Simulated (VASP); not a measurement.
# C in VASP: notebook

The runs below take C through single point, with PBE.

Everything below comes from runs of VASP 6.6.1. Logs are shortened: lines on timing, memory, paths and dates and some standing lists are left out, and cuts for length are marked.

**1. The cell of the first run**

The cell holds a slab with vacuum, 4 atoms: a = 2.467 Å, b = 2.467 Å, c = 24.032 Å, α = 90.00°, β = 90.00°, γ = 120.00°.

**2. Single point, PBE**

The input, INCAR:

```
  PREC = Accurate
  ENCUT = 520
  EDIFF = 1E-7
  ISMEAR = 0
  SIGMA = 0.1
  LREAL = False
  LASPH = True
  NELM = 80
  ALGO = Normal
  ISIF = 2
  LWAVE = False
  LCHARG = False
  GGA = PE
  NBANDS = 16
```

The input, KPOINTS:

```
regular mesh
0
Gamma
  18 18 2
```

The input, POSCAR:

```
C
1.0
    2.4665086558      0.0000000000      0.0000000000
   -1.2332543279      2.1360591546      0.0000000000
    0.0000000000      0.0000000000     24.0320584893
C
4
Direct
    0.0000000000      0.0000000000      0.5915145690
    0.0000000000      0.0000000000      0.4084854310
    0.3333333333      0.6666666667      0.4084786202
    0.6666666667      0.3333333333      0.5915213798
```

Potentials or basis: VASP PAW PBE potentials, release 64 (C).

Started as:

```bash
$ cat potpaw_PBE.64/C/POTCAR > POTCAR
$ mpirun -np 1 vasp_std > vasp.out
```

OUTCAR:

```text
PREC = Accurate
   ENCUT = 520
   EDIFF = 1E-7
   ISMEAR = 0
   LREAL = False
   LASPH = True
   NELM = 80
   ISIF = 2
   GGA = PE

 ion  position               nearest neighbor table
   1  0.000  0.000  0.592-   4 1.42   4 1.42   4 1.42
   2  0.000  0.000  0.408-   3 1.42   3 1.42   3 1.42
   3  0.333  0.667  0.408-   2 1.42   2 1.42   2 1.42
   4  0.667  0.333  0.592-   1 1.42   1 1.42   1 1.42

  LATTYP: Found a hexagonal cell.
 ALAT       =     2.4665086558
 C/A-ratio  =     9.7433505586

  Lattice vectors:

 A1 = (   2.4665086558,   0.0000000000,   0.0000000000)
 A2 = (  -1.2332543279,   2.1360591546,   0.0000000000)
 A3 = (   0.0000000000,   0.0000000000,  24.0320584893)

Analysis of symmetry for initial positions (statically):
=====================================================================
 Subroutine PRICEL returns:
 Original cell was already a primitive cell.

 Routine SETGRP: Setting up the symmetry group for a
 hexagonal supercell.

 Subroutine GETGRP returns: Found 12 space group operations
 (whereof 12 operations were pure point group operations)
 out of a pool of 24 trial point group operations.

The static configuration has the point symmetry D_3d.

Analysis of symmetry for dynamics (positions and initial velocities):
=====================================================================
 Subroutine PRICEL returns:
 Original cell was already a primitive cell.

 Routine SETGRP: Setting up the symmetry group for a
 hexagonal supercell.

 Subroutine GETGRP returns: Found 12 space group operations
 (whereof 12 operations were pure point group operations)
 out of a pool of 24 trial point group operations.

The dynamic configuration has the point symmetry D_3d.

 Subroutine INISYM returns: Found 12 space group operations
 (whereof 12 operations are pure point group operations),
 and found     1 'primitive' translations

----------------------------------------------------------------------------------------

                                     Primitive cell

  volume of cell :     126.6155

  direct lattice vectors                    reciprocal lattice vectors
     2.466508656  0.000000000  0.000000000     0.405431377  0.234075914  0.000000000
    -1.233254328  2.136059155  0.000000000     0.000000000  0.468151829  0.000000000
     0.000000000  0.000000000 24.032058489     0.000000000  0.000000000  0.041611084

  length of vectors
     2.466508656  2.466508656 24.032058489     0.468151829  0.468151829  0.041611084

  position of ions in fractional coordinates (direct lattice)
     0.000000000  0.000000000  0.591514569
     0.000000000  0.000000000  0.408485431
     0.333333333  0.666666667  0.408478620
     0.666666667  0.333333333  0.591521380

  ion indices of the primitive-cell ions
   primitive index   ion index
                 1           1
                 2           2
                 3           3
                 4           4

----------------------------------------------------------------------------------------

 KPOINTS: regular mesh

Automatic generation of k-mesh.
 Grid dimensions read from file:
 generate k-points for:   18   18    2

 Generating k-lattice:

  Cartesian coordinates                     Fractional coordinates (reciprocal lattice)
     0.022523965  0.013004217  0.000000000     0.055555556 -0.000000000  0.000000000
     0.000000000  0.026008435  0.000000000     0.000000000  0.055555556  0.000000000
     0.000000000  0.000000000  0.020805542     0.000000000  0.000000000  0.500000000

  Length of vectors
     0.026008435  0.026008435  0.020805542

  Shift w.r.t. Gamma in fractional coordinates (k-lattice)
     0.000000000  0.000000000  0.000000000

 Subroutine IBZKPT returns following result:
 ===========================================

 Found     74 irreducible k-points:

 Following reciprocal coordinates:
            Coordinates               Weight
  0.000000  0.000000  0.000000      1.000000
  0.055556  0.000000  0.000000      6.000000
  0.111111  0.000000  0.000000      6.000000
  0.166667  0.000000  0.000000      6.000000
  0.222222  0.000000  0.000000      6.000000
  0.277778  0.000000  0.000000      6.000000
[... 16 lines left out ...]
  0.333333  0.111111  0.000000     12.000000
  0.388889  0.111111  0.000000     12.000000
 [... further k-points ...]
   k-points           NKPTS =     74   k-points in BZ     NKDIM =     74   number of bands    NBANDS=     16
   number of dos      NEDOS =    301   number of ions     NIONS =      4
   total plane-waves  NPLWV =  58320
   dimension x,y,z NGX =    18 NGY =   18 NGZ =  180
   dimension x,y,z NGXF=    36 NGYF=   36 NGZF=  360
   ions per type =               4
   NGX,Y,Z   is equivalent  to a cutoff of  12.13, 12.13, 12.45 a.u.
   NGXF,Y,Z  is equivalent  to a cutoff of  24.26, 24.26, 24.90 a.u.
 SYSTEM =  unknown system
   PREC   = accura    normal or accurate (medium, high low for compatibility)
   ISTART =      0    job   : 0-new  1-cont  2-samecut
   ICHARG =      2    charge: 1-file 2-atom 10-const
   ISPIN  =      1    spin polarized calculation?
   LNONCOLLINEAR =      F non collinear calculations
   LSORBIT =      F    spin-orbit coupling
   LASPH  =      T    aspherical Exc in radial PAW
   ENCUT  =  520.0 eV  38.22 Ry    6.18 a.u.   4.59  4.59 44.68*2*pi/ulx,y,z
   NELM   =     80;   NELMIN=  2; NELMDL= -5     # of ELM steps
   EDIFF  = 0.1E-06   stopping-criterion for ELM
   LREAL  =      F    real-space projection
   EDIFFG = 0.1E-05   stopping-criterion for IOM
   NSW    =      0    number of steps for IOM
   IBRION =     -1    ionic relax: 0-MD 1-quasi-New 2-CG
   NFREE  =      0    steps in history (QN), initial steepest desc. (CG)
   ISIF   =      2    stress and relaxation
   ISYM   =      2    0-nonsym 1-usesym 2-fastsym
   POTIM  = 0.5000    time-step for ionic-motion
   TEBEG  =    0.0;   TEEND  =   0.0 temperature during run
   PSTRESS=    0.0 pullay stress
   NELECT =      16.0000    total number of electrons
   NUPDOWN=      -1.0000    fix difference up-down
   EMIN   =  10.00;   EMAX   =-10.00  energy-range for DOS
   EFERMI =   0.00;   METHOD = LEGACY
   ISMEAR =     0;   SIGMA  =   0.10  broadening in eV -4-tet -1-fermi 0-gaus
   EFERMI_NEDOS =   21; number of points for ismear=-14 and -15
   IALGO  =     38    algorithm
   IMIX   =      4    mixing-type and parameters
     AMIX     =   0.40;   BMIX     =  1.00
     AMIX_MAG =   1.60;   BMIX_MAG =  1.00
  volume/ion in A,a.u.               =      31.65       213.61
  Fermi-wavevector in a.u.,A,eV,Ry     =   0.821522  1.552451  9.182550  0.674898
  Thomas-Fermi vector in A             =   1.932696
   LORBIT       =      0    0 simple, 1 ext, 2 COOP (PROOUT), +10 PAW based schemes
   GGA     = PE    functional components
   LHFCALC =     F    Hartree Fock is set to
   AEXX    =    0.0000 exact exchange contribution
   IVDW    =     0    specifies the selected vdW correction
   LEPSILON=     F    determine dielectric tensor
   LRPA    =     F    only Hartree local field effects (RPA)
 non-spin polarized calculation
 Gauss-broadening in eV      SIGMA  =   0.10
  energy-cutoff  :      520.00
  volume of cell :      126.62
 maximum number of plane-waves:      3458
   NGX =  9   NGY =  9   NGZ = 89

 number of electron      15.9999993 magnetization

 Free energy of the ion-electron system (eV)
  ---------------------------------------------------
  ext. energy  EPLUGINS =         0.00000000
  ---------------------------------------------------
  free energy    TOTEN  =       -36.90326295 eV

  energy without entropy =      -36.90203248  energy(sigma->0) =      -36.90264772

 E-fermi :  -1.7486     XC(G=0):  -3.3550

 val. band max:       -1.7486915756   @ k =   0.3333   0.3333   0.5000
 cond. band min:      -1.6969317130   @ k =   0.3333   0.3333   0.0000
 fundamental gap:      0.0517598626
 Fermi energy:        -1.7486039640

 k-point     1 :       0.0000    0.0000    0.0000
  band No.  band energies     occupation
      1     -21.2717      2.00000
      2     -21.2587      2.00000
      3      -9.4583      2.00000
      4      -9.2635      2.00000
      5      -4.7943      2.00000
      6      -4.7943      2.00000
[... 8 lines left out ...]
     15       5.3867      0.00000
     16       6.5527      0.00000

 k-point     2 :       0.0556    0.0000    0.0000
  band No.  band energies     occupation
      1     -21.1988      2.00000
      2     -21.1858      2.00000
      3      -9.3709      2.00000
      4      -9.1768      2.00000
      5      -5.0920      2.00000
      6      -5.0915      2.00000
[... 8 lines left out ...]
     15       5.4845      0.00000
     16       6.5898      0.00000

 k-point     3 :       0.1111    0.0000    0.0000
  band No.  band energies     occupation
      1     -20.9803      2.00000
      2     -20.9675      2.00000
      3      -9.1095      2.00000
      4      -8.9178      2.00000
      5      -5.9096      2.00000
      6      -5.9085      2.00000
[... 8 lines left out ...]
     15       5.7769      0.00000
     16       6.6331      0.00000

 k-point     4 :       0.1667    0.0000    0.0000
  band No.  band energies     occupation
      1     -20.6172      2.00000
      2     -20.6049      2.00000
      3      -8.6772      2.00000
      4      -8.4897      2.00000
      5      -7.0835      2.00000
      6      -7.0817      2.00000
[... 8 lines left out ...]
     15       6.2431      0.00000
     16       6.5709      0.00000

 k-point     5 :       0.2222    0.0000    0.0000
  band No.  band energies     occupation
      1     -20.1116      2.00000
      2     -20.0999      2.00000
      3      -8.4573      2.00000
      4      -8.4547      2.00000
      5      -8.0804      2.00000
      6      -7.8990      2.00000
[... 8 lines left out ...]
     15       6.2296      0.00000
     16       6.3517      0.00000

 k-point     6 :       0.2778    0.0000    0.0000
  band No.  band energies     occupation
      1     -19.4665      2.00000
      2     -19.4554      2.00000
      3      -9.9168      2.00000
      4      -9.9133      2.00000
      5      -7.3303      2.00000
      6      -7.1577      2.00000
[... 8 lines left out ...]
     15       5.9095      0.00000
     16       6.1756      0.00000

 k-point     7 :       0.3333    0.0000    0.0000
  band No.  band energies     occupation
      1     -18.6870      2.00000
      2     -18.6767      2.00000
      3     -11.3848      2.00000
      4     -11.3803      2.00000
      5      -7.5351      2.00000
      6      -7.5338      2.00000
[... 8 lines left out ...]
     15       6.1889      0.00000
     16       6.6696      0.00000

 k-point     8 :       0.3889    0.0000    0.0000
  band No.  band energies     occupation
      1     -17.7828      2.00000
      2     -17.7734      2.00000
      3     -12.8065      2.00000
      4     -12.8011      2.00000
      5      -7.8827      2.00000
      6      -7.8814      2.00000
[... 8 lines left out ...]
     15       7.4542      0.00000
     16       7.9250      0.00000

 k-point     9 :       0.4444    0.0000    0.0000
  band No.  band energies     occupation
      1     -16.7845      2.00000
      2     -16.7763      2.00000
      3     -14.1246      2.00000
      4     -14.1185      2.00000
      5      -8.0969      2.00000
      6      -8.0956      2.00000
[... 8 lines left out ...]
     15       8.9057      0.00000
     16       9.3728      0.00000
[... 172 lines left out ...]
 k-point    19 :       0.1111    0.1111    0.0000
  band No.  band energies     occupation
      1     -20.4002      2.00000
      2     -20.3881      2.00000
      3      -8.4198      2.00000
      4      -8.2348      2.00000
      5      -7.4649      2.00000
      6      -7.4638      2.00000
[... 8 lines left out ...]
     15       6.5587      0.00000
     16       7.0214      0.00000

 k-point    20 :       0.1667    0.1111    0.0000
  band No.  band energies     occupation
      1     -19.8961      2.00000
      2     -19.8846      2.00000
      3      -8.6008      2.00000
      4      -8.5989      2.00000
      5      -7.8263      2.00000
      6      -7.6476      2.00000
[... 8 lines left out ...]
     15       5.8184      0.00000
     16       6.4677      0.00000

 k-point    21 :       0.2222    0.1111    0.0000
  band No.  band energies     occupation
      1     -19.2533      2.00000
      2     -19.2425      2.00000
      3      -9.9129      2.00000
      4      -9.9099      2.00000
      5      -7.8887      2.00000
      6      -7.8871      2.00000
[... 8 lines left out ...]
     15       6.2248      0.00000
     16       7.3322      0.00000

 k-point    22 :       0.2778    0.1111    0.0000
  band No.  band energies     occupation
      1     -18.4773      2.00000
      2     -18.4672      2.00000
      3     -11.2966      2.00000
      4     -11.2925      2.00000
      5      -8.3979      2.00000
      6      -8.3959      2.00000
[... 8 lines left out ...]
     15       7.1333      0.00000
     16       7.2003      0.00000

 k-point    23 :       0.3333    0.1111    0.0000
  band No.  band energies     occupation
      1     -17.5783      2.00000
      2     -17.5691      2.00000
      3     -12.6693      2.00000
      4     -12.6641      2.00000
      5      -8.7672      2.00000
      6      -8.7651      2.00000
[... 8 lines left out ...]
     15       7.7113      0.00000
     16       8.1667      0.00000

 k-point    24 :       0.3889    0.1111    0.0000
  band No.  band energies     occupation
      1     -16.5878      2.00000
      2     -16.5798      2.00000
      3     -13.9578      2.00000
      4     -13.9519      2.00000
      5      -8.9912      2.00000
      6      -8.9891      2.00000
[... 8 lines left out ...]
     15       9.0829      0.00000
     16       9.5938      0.00000

 [... further k-points ...]
[... 5 lines left out ...]
  --------------------------------------------------------------------------------------
  -------------------------------------------------------------------------------------
  Total        0.1560270      0.1560270     -0.0227785      0.0000000      0.0000000      0.0000000
  in kB        1.9743473      1.9743473     -0.2882365      0.0000000      0.0000000      0.0000000
  external PRESSURE =       1.2201527 kB  Pullay stress =       0.0000000 kB

 VOLUME and BASIS-vectors are now :
 -----------------------------------------------------------------------------
  energy-cutoff  :      520.00
  volume of cell :      126.62
      direct lattice vectors                 reciprocal lattice vectors
     2.466508656  0.000000000  0.000000000     0.405431377  0.234075914  0.000000000
    -1.233254328  2.136059155  0.000000000     0.000000000  0.468151829  0.000000000
     0.000000000  0.000000000 24.032058489     0.000000000  0.000000000  0.041611084

 POSITION                                       TOTAL-FORCE (eV/Angst)
 -----------------------------------------------------------------------------------
      0.00000      0.00000     14.21531        -0.000000     -0.000000      0.001874
      0.00000      0.00000      9.81675         0.000000      0.000000     -0.001874
     -0.00000      1.42404      9.81658         0.000000      0.000000      0.002427
      1.23325      0.71202     14.21548        -0.000000      0.000000     -0.002427
 -----------------------------------------------------------------------------------
    total drift:                                0.000000      0.000000     -0.000000

  FREE ENERGIE OF THE ION-ELECTRON SYSTEM (eV)
  ---------------------------------------------------
  free  energy   TOTEN  =       -36.9032629549 eV

  energy  without entropy=      -36.9020324803  energy(sigma->0) =      -36.90264772
```

Run time: 2.8 min. Hardware: 1 thread of Intel Xeon Platinum 8259CL at 2.50GHz (Skylake/Cascade Lake), shared host; peak memory 0.28 GiB.

Results:

| Property | Result |
| --- | --- |
| Free energy | -36.9033 eV |
| Band gap on the k mesh | zero (filled and empty bands touch) |

Forces on the atoms (eV/Å):
```
C    0.000  0.000  0.002
C    0.000  0.000 -0.002
C    0.000  0.000  0.002
C    0.000  0.000 -0.002
```

(Part 1 of 2 ends here.)
